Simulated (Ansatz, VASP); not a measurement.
# Hf: VASP beside Ansatz

Contents of INCAR:

```
SYSTEM = Hf
PREC = Accurate
ENCUT = 500
EDIFF = 1E-6
ISMEAR = -1
SIGMA = 0.05
LREAL = .False.
LASPH = .True.
NELM = 120
ALGO = Normal
ISIF = 2
LWAVE = .False.
LCHARG = .False.
GGA = PE
NBANDS = 17
GGA_COMPAT = .False.
```

File KPOINTS:

```
Automatic mesh
0
Gamma
  13 13 7
  0 0 0
```

The input POSCAR:

```
Hf
1.0
    3.1966985242      0.0000000000      0.0000000000
   -1.5983492621      2.7684221302      0.0000000000
    0.0000000000      0.0000000000      5.0578000000
Hf
2
Direct
    0.3958978818      0.6666666667      0.2500000000
    0.6666666667      0.3333333333      0.7500000000
```

Input for Ansatz:

```yaml
crystal:
  lattice:
    - [3.1966985242, 0.0, 0.0]
    - [-1.5983492621, 2.7684221302, 0.0]
    - [0.0, 0.0, 5.0578]
  atoms:
    - { symbol: Hf, position: [0.3958978818, 0.6666666667, 0.25] }
    - { symbol: Hf, position: [0.6666666667, 0.3333333333, 0.75] }
kpoints:
  mp_grid: { grid: [13, 13, 7] }
scf:
  occupations: { method: fermi_dirac, width: 0.05 }
hamiltonian:
  xc: pbe
  pseudopotentials: { kind: all_electron, lapw: { basis_error: 0.0005 } }
output:
  forces: true
  stress: true
  eigenvalues: true
```

Alike in both runs: task single point; functional PBE; k mesh 13 × 13 × 7; occupations fermi-dirac, width 0.05 eV; no spin polarisation.

|  | VASP | Ansatz |
| --- | --- | --- |
| version | VASP 6.6.1 | Ansatz 0.2.0 |
| potentials or method | VASP PAW PBE potentials, release 64 (Hf_pv), cutoff 500 eV | all-electron LAPW, scalar-relativistic |

VASP gave:

```
pressure (GPa)                                                : 0.2
traceless stress, the component that is largest in VASP (GPa) : -1.79
rms of the force components (eV/Å)                            : 0.235
```

Task: Estimate Ansatz's values.

Result: Pressure (GPa): 0.7; traceless stress, the component that is largest in VASP (GPa): -1.82; rms of the force components (eV/Å): 0.234.

Atom by atom the forces differ by 0.001 eV/Å (rms over components). Ansatz ran all-electron here, and VASP with PAW potentials.

Spin-orbit coupling is off throughout.
